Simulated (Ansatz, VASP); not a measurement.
# Pb: VASP beside Ansatz

File INCAR:

```
SYSTEM = Pb
PREC = Accurate
ENCUT = 520
EDIFF = 1E-6
ISMEAR = -1
SIGMA = 0.05
LREAL = .FALSE.
LASPH = .TRUE.
NELM = 100
ALGO = Fast
ISIF = 2
LWAVE = .FALSE.
LCHARG = .FALSE.
GGA = PS
NBANDS = 36
```

KPOINTS

```
regular mesh
0
G
  7 7 2
  0 0 0
```

POSCAR

```
Pb
1.0
    3.5243661423      0.0000000000      0.0000000000
   -1.7621830712      3.0521906115      0.0000000000
    0.0000000000      0.0000000000     11.3802893919
Pb
4
Direct
    0.6666666667      0.3333333333      0.7500000000
    0.0000000000      0.0000000000      0.5000000000
    0.3333333333      0.6666666667      0.2500000000
    0.0000000000      0.0000000000      0.0000000000
```

input.yaml

```yaml
crystal:
  lattice:
    - [3.5243661423, 0.0, 0.0]
    - [-1.7621830712, 3.0521906115, 0.0]
    - [0.0, 0.0, 11.3802893919]
  atoms:
    - { symbol: Pb, position: [0.6666666667, 0.3333333333, 0.75] }
    - { symbol: Pb, position: [0.0, 0.0, 0.5] }
    - { symbol: Pb, position: [0.3333333333, 0.6666666667, 0.25] }
    - { symbol: Pb, position: [0.0, 0.0, 0.0] }
hamiltonian:
  xc: pbesol
  pseudopotentials: { kind: paw }
kpoints:
  mp_grid: { grid: [7, 7, 2] }
scf:
  occupations: { method: fermi_dirac, width: 0.05 }
output:
  forces: true
  stress: true
  eigenvalues: true
```

Alike in both runs: task single point; functional PBEsol; k mesh 7 × 7 × 2; occupations fermi-dirac, width 0.05 eV; no spin polarisation.

|  | VASP | Ansatz |
| --- | --- | --- |
| version | VASP 6.6.1 | Ansatz 0.2.0 |
| potentials or method | VASP PAW PBE potentials, release 64 (Pb_d) | Ansatz PAW |
| plane-wave cutoff (eV) | 520 | 420 |
| valence electrons in the cell | 56 | 56 |

Ansatz gave:

- gap on the k mesh at the Fermi level (eV): none
- pressure (GPa): -0.9
- traceless stress, the component that is largest in VASP (GPa): -0.46

Problem. Estimate VASP's values.

Solution. gap on the k mesh at the Fermi level (eV): none; pressure (GPa): -1.0; traceless stress, the component that is largest in VASP (GPa): -0.47.

VASP's potentials were made for PBE, not for PBEsol. A gap of «none» marks a metal or a gap that the smearing closes.

Neither program's run includes spin-orbit coupling.
